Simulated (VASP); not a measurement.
Input of a VASP 6.6.1 run:

File INCAR:

```
ALGO     = Normal         # electronic algorithm
EDIFF    = 1E-6           # SCF threshold, eV
EDIFFG   = -0.01          # ionic threshold
ENCUT    = 600            # plane-wave cutoff, eV
GGA      = PE             # functional
IBRION   = 2              # ionic algorithm
ISIF     = 3              # what is computed and relaxed
ISMEAR   = -1             # smearing method
LASPH    = True           # aspherical terms in the spheres
LCHARG   = False          # write CHGCAR
LREAL    = False          # projectors in reciprocal space
LWAVE    = False          # write WAVECAR
NELM     = 60             # most SCF steps
NSW      = 80             # ionic steps
PREC     = Accurate       # precision mode
SIGMA    = 0.1            # smearing width, eV
```

Contents of KPOINTS:

```
k-points
0
Gamma
  5 5 5
```

POSCAR

```
Li
1.0
    5.5706665117      0.0000000000      0.0000000000
    0.0000000000      5.5706665117      0.0000000000
    0.0000000000      0.0000000000      5.5706665117
Li
8
Direct
    0.0000000000      0.0000000000      0.0000000000
    0.5000000000      0.5000000000      0.5000000000
    0.2500000000      0.0000000000      0.5000000000
    0.7500000000      0.0000000000      0.5000000000
    0.5000000000      0.2500000000      0.0000000000
    0.5000000000      0.7500000000      0.0000000000
    0.0000000000      0.5000000000      0.2500000000
    0.0000000000      0.5000000000      0.7500000000
```

Potentials or basis: VASP PAW PBE potentials, release 64 (Li_sv).

Run with:

```bash
$ cat potpaw_PBE.64/Li_sv/POTCAR > POTCAR
$ mpirun -np 1 vasp_std > vasp.out
```

Question: Estimate the relaxed volume.

Answer: 20.16 Å³/atom.

Question: Estimate the relaxed cell.

Answer: a = 5.443 Å, b = 5.443 Å, c = 5.443 Å, α = 90.00°, β = 90.00°, γ = 90.00°.

Final structure:
```
Li
1.0
     5.44334    0.00000    0.00000
     0.00000    5.44334    0.00000
     0.00000    0.00000    5.44334
Li
8
Direct
  0.00000 0.00000 0.00000
  0.50000 0.50000 0.50000
  0.25000 0.00000 0.50000
  0.75000 0.00000 0.50000
  0.50000 0.25000 0.00000
  0.50000 0.75000 0.00000
  0.00000 0.50000 0.25000
  0.00000 0.50000 0.75000
```

Caveat: the cutoff is under 1.25 times the usual one of these potentials, so pressure, stress and relaxed cells hold a basis-set (Pulay) error.
